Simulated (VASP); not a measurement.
Si4GePt, 6 atoms in the cell. It takes space group P6/mmm (No. 191, hexagonal). The conventional cell has a = 3.605 Å, b = 3.605 Å, c = 7.293 Å, α = 90.00°, β = 90.00°, γ = 120.00°. Within 2.9 Å of Si (site symmetry 3m) lie 3 Si at 2.08 Å and 3 Pt at 2.69 Å and 3 Ge at 2.85 Å. Within 3.8 Å of Ge (site symmetry 6/mmm) lie 12 Si at 2.85 Å and 6 Ge at 3.61 Å and 2 Pt at 3.65 Å. Within 3.7 Å of Pt (site symmetry 6/mmm) lie 12 Si at 2.69 Å and 6 Pt at 3.61 Å and 2 Ge at 3.65 Å. The cell was built from a structure type or drawn by symmetry, and may not be a known phase.

| Property | Result |
| --- | --- |
| Program | VASP 6.6.1 |
| Task | relaxation of cell and atoms |
| Functional | PBE |
| Potentials or basis | VASP PAW PBE potentials, release 64 (Si, Ge_d, Pt) |
| Cutoff | 600 eV |
| k mesh | 6 × 6 × 4 |
| Occupations | gaussian, width 0.1 eV |
| Spin | no spin polarisation |
| Dipole correction | no |
| Further INCAR settings | ALGO = Normal; EDIFF = 1e-07; IBRION = 2; EDIFFG = -0.04; NSW = 90; ISIF = 3 |

Potentials or basis: VASP PAW PBE potentials, release 64 (Si, Ge_d, Pt).

The run is started by

```bash
$ cat potpaw_PBE.64/Si/POTCAR potpaw_PBE.64/Ge_d/POTCAR potpaw_PBE.64/Pt/POTCAR > POTCAR
$ mpirun -np 1 vasp_std > vasp.out
```

Hardware: 1 thread of AMD EPYC 9R45 96-Core Processor (Zen 5), with other jobs on the host.

Problem. How long does it take, and how much memory?

Solution. It took 10 min on 1 thread of AMD EPYC 9R45 96-Core Processor (Zen 5), with other jobs on the host, peak memory 0.24 GiB. Counts: scf iterations 200, k points 21, ion steps 18.
